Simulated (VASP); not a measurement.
# Au: relaxation of cell and atoms with PBE

Crystal: Au.

```xyz
2
Lattice="0.0000 2.8206 2.8206 2.8206 0.0000 2.8206 2.8206 2.8206 0.0000" Properties=species:S:1:pos:R:3 pbc="T T T"
Au   -0.7052   -0.7052   -0.7052
Au    0.7052    0.7052    0.7052
```

```
Program                : VASP 6.6.1
Task                   : relaxation of cell and atoms
Functional             : PBE
Potentials or basis    : VASP PAW PBE potentials, release 64 (Au)
Cutoff                 : 600 eV
k mesh                 : 12 × 12 × 12
Occupations            : fermi-dirac, width 0.05 eV
Spin                   : no spin polarisation
Dipole correction      : no
Further INCAR settings : ALGO = Normal; EDIFF = 1e-07; IBRION = 2; EDIFFG = -0.005; NSW = 60; ISIF = 3
```

```
Relaxed volume                         : 29.22 Å³/atom
Relaxed cell                           : a = 4.356 Å, b = 4.356 Å, c = 4.356 Å, α = 60.00°, β = 60.00°, γ = 60.00°
Space group after relaxing (to 0.05 Å) : Fd-3m (No. 227)
Energy gained by relaxing              : 470.9 meV/atom
Ionic steps                            : 21
Pressure after relaxing                : 0.0 GPa
Band gap on the k mesh                 : zero (band 11 reaches 3.03 eV, above the bottom of band 12 at 2.40 eV)
```

Step by step:
| step | energy change (eV) | largest force (eV/Å) | pressure (GPa) | volume (Å³) |
| --- | --- | --- | --- | --- |
| 1 | 0.0000 | 0.0000 | 29.78 | 44.88 |
| 2 | -0.3947 | 0.0000 | -6.50 | 77.79 |
| 3 | -0.9411 | 0.0000 | -0.45 | 58.96 |
| 4 | -0.9417 | 0.0000 | -0.18 | 58.66 |
| 5 | -0.9418 | 0.0000 | 0.09 | 58.36 |
| 6 | -0.9418 | 0.0000 | 0.09 | 58.36 |
| 7 | -0.9418 | 0.0000 | 0.09 | 58.36 |
| 8 | -0.9418 | 0.0000 | 0.09 | 58.36 |
| 9 | -0.9418 | 0.0000 | 0.09 | 58.36 |
| 10 | -0.9418 | 0.0000 | 0.09 | 58.36 |
| 11 | -0.9418 | 0.0000 | 0.09 | 58.36 |
| 12 | -0.9418 | 0.0000 | 0.09 | 58.36 |
| 13 | -0.9418 | 0.0000 | 0.09 | 58.36 |
| 14 | -0.9418 | 0.0000 | 0.09 | 58.36 |
| 15 | -0.9418 | 0.0000 | 0.09 | 58.36 |
| 16 | -0.9418 | 0.0000 | 0.08 | 58.36 |
| 17 | -0.9418 | 0.0000 | 0.08 | 58.36 |
| 18 | -0.9418 | 0.0000 | 0.08 | 58.37 |
| 19 | -0.9418 | 0.0000 | 0.07 | 58.38 |
| 20 | -0.9419 | 0.0000 | 0.05 | 58.40 |
| 21 | -0.9419 | 0.0000 | 0.01 | 58.44 |

Final structure:
```
Au
1.0
     0.00000    3.08015    3.08015
     3.08015    0.00000    3.08015
     3.08015    3.08015    0.00000
Au
2
Direct
  0.87500 0.87500 0.87500
  0.12500 0.12500 0.12500
```

Levels at points of the mesh, in eV from the Fermi level:
| k point | band 9 | band 10 | band 11 | band 12 | band 13 | band 14 |
| --- | --- | --- | --- | --- | --- | --- |
| (0.00, 0.00, 0.00) | -2.25 | -1.28 | -1.28 | 8.43 | 9.44 | 9.44 |
| (0.50, 0.00, 0.00) | -1.41 | -1.41 | -0.76 | -0.40 | 6.69 | 6.69 |
| (0.50, 0.50, 0.00) | -1.25 | -1.25 | 0.24 | 0.24 | 3.75 | 3.75 |

Wall time 3.3 min on 1 thread of Intel Xeon 6975P-C, with other jobs on the host, peak memory 0.22 GiB.

Caveat: the volume moved by over 15 % at a fixed basis, so the end points are rough; spin-orbit coupling is left out, which moves the levels of the heavy elements.
